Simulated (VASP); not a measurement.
A run of VASP 6.6.1 is set up as follows.

Contents of INCAR:

```
PREC     = Accurate       # precision mode
ENCUT    = 520            # plane-wave cutoff, eV
EDIFF    = 1E-7           # SCF threshold, eV
ISMEAR   = 0              # smearing method
SIGMA    = 0.1            # smearing width, eV
LREAL    = F              # projectors in reciprocal space
LASPH    = T              # aspherical terms in the spheres
NELM     = 80             # most SCF steps
ALGO     = Fast           # electronic algorithm
ISIF     = 2              # what is computed and relaxed
LWAVE    = F              # write WAVECAR
LCHARG   = F              # write CHGCAR
GGA      = PE             # functional
NBANDS   = 12             # bands
```

KPOINTS

```
Automatic mesh
0
Gamma
  20 20 20
```

File POSCAR:

```
Cr
1.0
   -1.3645149251      1.3645149251      1.3645149251
    1.3645149251     -1.3645149251      1.3645149251
    1.3645149251      1.3645149251     -1.3645149251
Cr
1
Direct
    0.0000000000      0.0000000000      0.0000000000
```

Potentials or basis: VASP PAW PBE potentials, release 64 (Cr_pv).

The run is started by

```console
$ cat potpaw_PBE.64/Cr_pv/POTCAR > POTCAR
$ mpirun -np 1 vasp_std > vasp.out
```

(1) Predict the pressure.

(2) What does it give for the band gap on the k mesh?

Answers

(1) 42.8 GPa.

(2) zero (band 6 reaches 15.83 eV, above the bottom of band 7 at 11.82 eV).

Caveat: the run has no spin polarisation, though such a crystal can be magnetic.
